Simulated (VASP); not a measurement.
Input of a VASP 6.6.1 run:

INCAR

```
PREC     = Accurate       # precision mode
ENCUT    = 560            # plane-wave cutoff, eV
EDIFF    = 1E-6           # SCF threshold, eV
ISMEAR   = -1             # smearing method
SIGMA    = 1.0            # smearing width, eV
LREAL    = False          # projectors in reciprocal space
LASPH    = True           # aspherical terms in the spheres
NELM     = 120            # most SCF steps
ALGO     = Normal         # electronic algorithm
ISIF     = 2              # what is computed and relaxed
LWAVE    = False          # write WAVECAR
LCHARG   = False          # write CHGCAR
GGA      = CA             # functional
NBANDS   = 23             # bands
GGA_COMPAT= False
```

The input KPOINTS:

```
Automatic mesh
0
Gamma
  13 13 8
```

POSCAR

```
Os
1.0
    2.7175247593      0.0000000000      0.0000000000
   -1.3587623796      2.3534454770      0.0000000000
    0.0000000000      0.0000000000      4.2844606214
Os
2
Direct
    0.3333333333      0.6666666667      0.2500000000
    0.6666666667      0.3333333333      0.7500000000
```

Potentials or basis: VASP PAW LDA potentials, release 64 (Os_sv_GW).

The run is started by

```bash
$ cat potpaw_LDA.64/Os_sv_GW/POTCAR > POTCAR
$ mpirun -np 1 vasp_std > vasp.out
```

Estimate the band gap on the k mesh.

zero (bands 16 and 17 overlap by 4.00 eV).

Predict the pressure.

24.7 GPa.

Stress tensor (GPa, compression positive):
```
21.72  0.00  0.00
 0.00 21.72  0.00
 0.00  0.00 30.56
```

Caveat: the stress differs along the axes, from 22 to 31 GPa; so wide a smearing shifts energies and pressures; spin-orbit coupling is left out, which moves the levels of the heavy elements.
